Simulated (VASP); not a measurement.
Here is a VASP 6.6.1 calculation.

INCAR

```
SYSTEM = Ti
  PREC = Accurate
  ENCUT = 520
  EDIFF = 1E-6
  ISMEAR = 0
  SIGMA = 0.15
  LREAL = .FALSE.
  LASPH = .TRUE.
  NELM = 150
  ALGO = Normal
  ISIF = 2
  LWAVE = .FALSE.
  LCHARG = .FALSE.
  ISPIN = 2
  MAGMOM = 0.6
  LORBIT = 11
  NUPDOWN = 0.6
  LMAXMIX = 4
  GGA = PE
  NBANDS = 16
```

The input KPOINTS:

```
regular mesh
0
G
  22 22 22
  0 0 0
```

POSCAR

```
Ti
1.0
   -1.6751874744      1.6751874744      1.6751874744
    1.6751874744     -1.6751874744      1.6751874744
    1.6751874744      1.6751874744     -1.6751874744
Ti
1
Direct
    0.0000000000      0.0000000000      0.0000000000
```

Potentials or basis: VASP PAW PBE potentials, release 64 (Ti_sv).

Command:

```sh
$ cat potpaw_PBE.64/Ti_sv/POTCAR > POTCAR
$ mpirun -np 1 vasp_std > vasp.out
```

(1) Predict the pressure.

## Answers

(1) -7.3 GPa.

Caveat: the total moment is fixed, so each spin has its own Fermi level.
